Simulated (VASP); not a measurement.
# Ti (Fd-3m) in VASP: single point with PBE

Aim: the single point of Ti with PBE.

All numbers are computed with VASP 6.6.1; they aren't measurements. Logs are shortened: lines on timing, memory, paths and dates and some standing lists are left out, and cuts for length are marked.

### Step 1. The cell of the first run

Symmetry: Fd-3m, No. 227, cubic system. Conventional cell: a = 5.795 Å, b = 5.795 Å, c = 5.795 Å, α = 90.00°, β = 90.00°, γ = 90.00°. Within 3.3 Å of Ti (site symmetry -43m) lie 4 Ti at 2.51 Å.

This isn't the form of Ti at room conditions, which is hcp.

### Step 2. Single point, PBE

INCAR

```
SYSTEM = Ti
PREC = Accurate
ENCUT = 520
EDIFF = 1E-6
ISMEAR = -1
SIGMA = 0.06122561905347299
LREAL = .False.
LASPH = .True.
NELM = 100
ALGO = Normal
ISIF = 2
LWAVE = .False.
LCHARG = .True.
GGA = PE
LELF = .True.
LVHAR = .True.
NBANDS = 19
```

KPOINTS

```
Automatic mesh
0
Gamma
  33 33 33
  0 0 0
```

POSCAR

```
Ti
1.0
    0.0000000000      2.8972804151      2.8972804151
    2.8972804151      0.0000000000      2.8972804151
    2.8972804151      2.8972804151      0.0000000000
Ti
2
Direct
    0.0000000000      0.0000000000      0.0000000000
    0.2500000000      0.2500000000      0.2500000000
```

Potentials or basis: VASP PAW PBE potentials, release 64 (Ti_sv).

Launch:

```sh
cat potpaw_PBE.64/Ti_sv/POTCAR > POTCAR
mpirun -np 1 vasp_std > vasp.out
```

OUTCAR:

```text
SYSTEM = Ti
   PREC = Accurate
   ENCUT = 520
   EDIFF = 1E-6
   ISMEAR = -1
   LREAL = .False.
   LASPH = .True.
   NELM = 100
   ISIF = 2
   GGA = PE

 ion  position               nearest neighbor table
   1  0.000  0.000  0.000-   2 2.51   2 2.51   2 2.51   2 2.51
   2  0.250  0.250  0.250-   1 2.51   1 2.51   1 2.51   1 2.51

  LATTYP: Found a face centered cubic cell.
 ALAT       =     5.7945608302

  Lattice vectors:

 A1 = (   0.0000000000,   2.8972804151,   2.8972804151)
 A2 = (   2.8972804151,   0.0000000000,   2.8972804151)
 A3 = (   2.8972804151,   2.8972804151,   0.0000000000)

Analysis of symmetry for initial positions (statically):
=====================================================================
 Subroutine PRICEL returns:
 Original cell was already a primitive cell.

 Routine SETGRP: Setting up the symmetry group for a
 face centered cubic supercell.

 Subroutine GETGRP returns: Found 48 space group operations
 (whereof 24 operations were pure point group operations)
 out of a pool of 48 trial point group operations.

The static configuration has the point symmetry T_d .
 The point group associated with its full space group is O_h .

Analysis of symmetry for dynamics (positions and initial velocities):
=====================================================================
 Subroutine PRICEL returns:
 Original cell was already a primitive cell.

 Routine SETGRP: Setting up the symmetry group for a
 face centered cubic supercell.

 Subroutine GETGRP returns: Found 48 space group operations
 (whereof 24 operations were pure point group operations)
 out of a pool of 48 trial point group operations.

The dynamic configuration has the point symmetry T_d .
 The point group associated with its full space group is O_h .

 Subroutine INISYM returns: Found 48 space group operations
 (whereof 24 operations are pure point group operations),
 and found     1 'primitive' translations

----------------------------------------------------------------------------------------

                                     Primitive cell

  volume of cell :      48.6409

  direct lattice vectors                    reciprocal lattice vectors
     0.000000000  2.897280415  2.897280415    -0.172575632  0.172575632  0.172575632
     2.897280415  0.000000000  2.897280415     0.172575632 -0.172575632  0.172575632
     2.897280415  2.897280415  0.000000000     0.172575632  0.172575632 -0.172575632

  length of vectors
     4.097373257  4.097373257  4.097373257     0.298909764  0.298909764  0.298909764

  position of ions in fractional coordinates (direct lattice)
     0.000000000  0.000000000  0.000000000
     0.250000000  0.250000000  0.250000000

  ion indices of the primitive-cell ions
   primitive index   ion index
                 1           1
                 2           2

----------------------------------------------------------------------------------------

 KPOINTS: Automatic mesh

Automatic generation of k-mesh.
 Grid dimensions read from file:
 generate k-points for:   33   33   33

 Generating k-lattice:

  Cartesian coordinates                     Fractional coordinates (reciprocal lattice)
    -0.005229565  0.005229565  0.005229565     0.030303030  0.000000000  0.000000000
     0.005229565 -0.005229565  0.005229565     0.000000000  0.030303030  0.000000000
     0.005229565  0.005229565 -0.005229565     0.000000000  0.000000000  0.030303030

  Length of vectors
     0.009057872  0.009057872  0.009057872

  Shift w.r.t. Gamma in fractional coordinates (k-lattice)
     0.000000000  0.000000000  0.000000000

 Subroutine IBZKPT returns following result:
 ===========================================

 Found    969 irreducible k-points:

 Following reciprocal coordinates:
            Coordinates               Weight
  0.000000  0.000000  0.000000      1.000000
  0.030303  0.000000  0.000000      8.000000
  0.060606  0.000000  0.000000      8.000000
  0.090909  0.000000  0.000000      8.000000
  0.121212  0.000000  0.000000      8.000000
  0.151515  0.000000  0.000000      8.000000
[... 16 lines left out ...]
  0.181818  0.030303  0.000000     24.000000
  0.212121  0.030303  0.000000     24.000000
 [... further k-points ...]
   k-points           NKPTS =    969   k-points in BZ     NKDIM =    969   number of bands    NBANDS=     19
   number of dos      NEDOS =    301   number of ions     NIONS =      2
   total plane-waves  NPLWV =  27000
   dimension x,y,z NGX =    30 NGY =   30 NGZ =   30
   dimension x,y,z NGXF=    60 NGYF=   60 NGZF=   60
   ions per type =               2
   NGX,Y,Z   is equivalent  to a cutoff of  12.17, 12.17, 12.17 a.u.
   NGXF,Y,Z  is equivalent  to a cutoff of  24.34, 24.34, 24.34 a.u.
 SYSTEM =  Ti
   PREC   = accura    normal or accurate (medium, high low for compatibility)
   ISTART =      0    job   : 0-new  1-cont  2-samecut
   ICHARG =      2    charge: 1-file 2-atom 10-const
   ISPIN  =      1    spin polarized calculation?
   LNONCOLLINEAR =      F non collinear calculations
   LSORBIT =      F    spin-orbit coupling
   LASPH  =      T    aspherical Exc in radial PAW
   ENCUT  =  520.0 eV  38.22 Ry    6.18 a.u.   7.62  7.62  7.62*2*pi/ulx,y,z
   NELM   =    100;   NELMIN=  2; NELMDL= -5     # of ELM steps
   EDIFF  = 0.1E-05   stopping-criterion for ELM
   LREAL  =      F    real-space projection
   EDIFFG = 0.1E-04   stopping-criterion for IOM
   NSW    =      0    number of steps for IOM
   IBRION =     -1    ionic relax: 0-MD 1-quasi-New 2-CG
   NFREE  =      0    steps in history (QN), initial steepest desc. (CG)
   ISIF   =      2    stress and relaxation
   ISYM   =      2    0-nonsym 1-usesym 2-fastsym
   POTIM  = 0.5000    time-step for ionic-motion
   TEBEG  =    0.0;   TEEND  =   0.0 temperature during run
   PSTRESS=    0.0 pullay stress
   NELECT =      24.0000    total number of electrons
   NUPDOWN=      -1.0000    fix difference up-down
   EMIN   =  10.00;   EMAX   =-10.00  energy-range for DOS
   EFERMI =   0.00;   METHOD = LEGACY
   ISMEAR =    -1;   SIGMA  =   0.06  broadening in eV -4-tet -1-fermi 0-gaus
   EFERMI_NEDOS =   21; number of points for ismear=-14 and -15
   IALGO  =     38    algorithm
   IMIX   =      4    mixing-type and parameters
     AMIX     =   0.40;   BMIX     =  1.00
     AMIX_MAG =   1.60;   BMIX_MAG =  1.00
  volume/ion in A,a.u.               =      24.32       164.12
  Fermi-wavevector in a.u.,A,eV,Ry     =   1.293634  2.444614 22.769195  1.673489
  Thomas-Fermi vector in A             =   2.425267
   LORBIT       =      0    0 simple, 1 ext, 2 COOP (PROOUT), +10 PAW based schemes
   GGA     = PE    functional components
   LHFCALC =     F    Hartree Fock is set to
   AEXX    =    0.0000 exact exchange contribution
   IVDW    =     0    specifies the selected vdW correction
   LEPSILON=     F    determine dielectric tensor
   LRPA    =     F    only Hartree local field effects (RPA)
 non-spin polarized calculation
  energy-cutoff  :      520.00
  volume of cell :       48.64
 maximum number of plane-waves:      1363
   NGX = 15   NGY = 15   NGZ = 15

 number of electron      23.9999991 magnetization

 Free energy of the ion-electron system (eV)
  ---------------------------------------------------
  ext. energy  EPLUGINS =         0.00000000
  ---------------------------------------------------
  free energy    TOTEN  =       -10.99665330 eV

  energy without entropy =      -10.90104185  energy(sigma->0) =      -10.94884757

 E-fermi :   4.8648     XC(G=0):  -9.6982

 val. band max:        4.8645449762   @ k =   0.0909   0.0606   0.0303
 cond. band min:       4.8648331860   @ k =  -0.4545   0.3939   0.0909
 fundamental gap:      0.0002882099
 Fermi energy:         4.8648049608

 k-point     1 :       0.0000    0.0000    0.0000
  band No.  band energies     occupation
      1     -51.8860      2.00000
      2     -51.4805      2.00000
      3     -28.3159      2.00000
      4     -28.3159      2.00000
      5     -28.3159      2.00000
      6     -27.6919      2.00000
[... 11 lines left out ...]
     18       8.4992      0.00000
     19       8.4992      0.00000

 k-point     2 :       0.0303    0.0000    0.0000
  band No.  band energies     occupation
      1     -51.8853      2.00000
      2     -51.4812      2.00000
      3     -28.3166      2.00000
      4     -28.3166      2.00000
      5     -28.3159      2.00000
      6     -27.6920      2.00000
[... 11 lines left out ...]
     18       8.4984      0.00000
     19       8.4984      0.00000

 k-point     3 :       0.0606    0.0000    0.0000
  band No.  band energies     occupation
      1     -51.8832      2.00000
      2     -51.4833      2.00000
      3     -28.3189      2.00000
      4     -28.3189      2.00000
      5     -28.3159      2.00000
      6     -27.6924      2.00000
[... 11 lines left out ...]
     18       8.4960      0.00000
     19       8.4960      0.00000

 k-point     4 :       0.0909    0.0000    0.0000
  band No.  band energies     occupation
      1     -51.8799      2.00000
      2     -51.4867      2.00000
      3     -28.3225      2.00000
      4     -28.3225      2.00000
      5     -28.3159      2.00000
      6     -27.6930      2.00000
[... 11 lines left out ...]
     18       8.4917      0.00000
     19       8.4917      0.00000

 k-point     5 :       0.1212    0.0000    0.0000
  band No.  band energies     occupation
      1     -51.8753      2.00000
      2     -51.4915      2.00000
      3     -28.3272      2.00000
      4     -28.3272      2.00000
      5     -28.3159      2.00000
      6     -27.6938      2.00000
[... 11 lines left out ...]
     18       8.4851      0.00000
     19       8.4851      0.00000

 k-point     6 :       0.1515    0.0000    0.0000
  band No.  band energies     occupation
      1     -51.8695      2.00000
      2     -51.4974      2.00000
      3     -28.3330      2.00000
      4     -28.3330      2.00000
      5     -28.3160      2.00000
      6     -27.6948      2.00000
[... 11 lines left out ...]
     18       8.4754      0.00000
     19       8.4754      0.00000

 k-point     7 :       0.1818    0.0000    0.0000
  band No.  band energies     occupation
      1     -51.8627      2.00000
      2     -51.5045      2.00000
      3     -28.3395      2.00000
      4     -28.3395      2.00000
      5     -28.3161      2.00000
      6     -27.6958      2.00000
[... 11 lines left out ...]
     18       8.4621      0.00000
     19       8.4621      0.00000

 k-point     8 :       0.2121    0.0000    0.0000
  band No.  band energies     occupation
      1     -51.8549      2.00000
      2     -51.5125      2.00000
      3     -28.3464      2.00000
      4     -28.3464      2.00000
      5     -28.3164      2.00000
      6     -27.6968      2.00000
[... 256 lines left out ...]
 k-point    20 :       0.0909    0.0303    0.0000
  band No.  band energies     occupation
      1     -51.8806      2.00000
      2     -51.4861      2.00000
      3     -28.3237      2.00000
      4     -28.3228      2.00000
      5     -28.3129      2.00000
      6     -27.6958      2.00000
[... 11 lines left out ...]
     18       8.4662      0.00000
     19       8.5177      0.00000

 k-point    21 :       0.1212    0.0303    0.0000
  band No.  band energies     occupation
      1     -51.8764      2.00000
      2     -51.4904      2.00000
      3     -28.3286      2.00000
      4     -28.3269      2.00000
      5     -28.3125      2.00000
      6     -27.6968      2.00000
[... 11 lines left out ...]
     18       8.4521      0.00000
     19       8.5192      0.00000

 k-point    22 :       0.1515    0.0303    0.0000
  band No.  band energies     occupation
      1     -51.8710      2.00000
      2     -51.4959      2.00000
      3     -28.3344      2.00000
      4     -28.3321      2.00000
      5     -28.3123      2.00000
      6     -27.6979      2.00000
[... 11 lines left out ...]
     18       8.4356      0.00000
     19       8.5174      0.00000

 k-point    23 :       0.1818    0.0303    0.0000
  band No.  band energies     occupation
      1     -51.8645      2.00000
      2     -51.5026      2.00000
      3     -28.3410      2.00000
      4     -28.3382      2.00000
      5     -28.3122      2.00000
      6     -27.6991      2.00000
[... 11 lines left out ...]
     18       8.4162      0.00000
     19       8.5116      0.00000

 k-point    24 :       0.2121    0.0303    0.0000
  band No.  band energies     occupation
      1     -51.8570      2.00000
      2     -51.5103      2.00000
      3     -28.3479      2.00000
      4     -28.3449      2.00000
      5     -28.3121      2.00000
      6     -27.7003      2.00000
[... 11 lines left out ...]
     18       8.3933      0.00000
     19       8.5009      0.00000

 [... further k-points ...]
[... 5 lines left out ...]
  --------------------------------------------------------------------------------------
  -------------------------------------------------------------------------------------
  Total       -0.5490146     -0.5490146     -0.5490146     -0.0000000     -0.0000000     -0.0000000
  in kB      -18.0839332    -18.0839332    -18.0839332     -0.0000000     -0.0000000     -0.0000000
  external PRESSURE =     -18.0839332 kB  Pullay stress =       0.0000000 kB

 VOLUME and BASIS-vectors are now :
 -----------------------------------------------------------------------------
  energy-cutoff  :      520.00
  volume of cell :       48.64
      direct lattice vectors                 reciprocal lattice vectors
     0.000000000  2.897280415  2.897280415    -0.172575632  0.172575632  0.172575632
     2.897280415  0.000000000  2.897280415     0.172575632 -0.172575632  0.172575632
     2.897280415  2.897280415  0.000000000     0.172575632  0.172575632 -0.172575632

 POSITION                                       TOTAL-FORCE (eV/Angst)
 -----------------------------------------------------------------------------------
      0.00000      0.00000      0.00000         0.000000     -0.000000     -0.000000
      1.44864      1.44864      1.44864        -0.000000      0.000000      0.000000
 -----------------------------------------------------------------------------------
    total drift:                                0.000000      0.000000      0.000000

  FREE ENERGIE OF THE ION-ELECTRON SYSTEM (eV)
  ---------------------------------------------------
  free  energy   TOTEN  =       -10.9966533031 eV

  energy  without entropy=      -10.9010418455  energy(sigma->0) =      -10.94884757
```

Run time: 9.5 min. Hardware: 1 thread of Intel Xeon 6975P-C (Granite Rapids), shared host; peak memory 0.77 GiB.

What came out:

- Free energy: -10.9967 eV
- Pressure: -1.8 GPa
- Band gap on the k mesh: zero (bands 12 and 13 overlap by 0.20 eV)
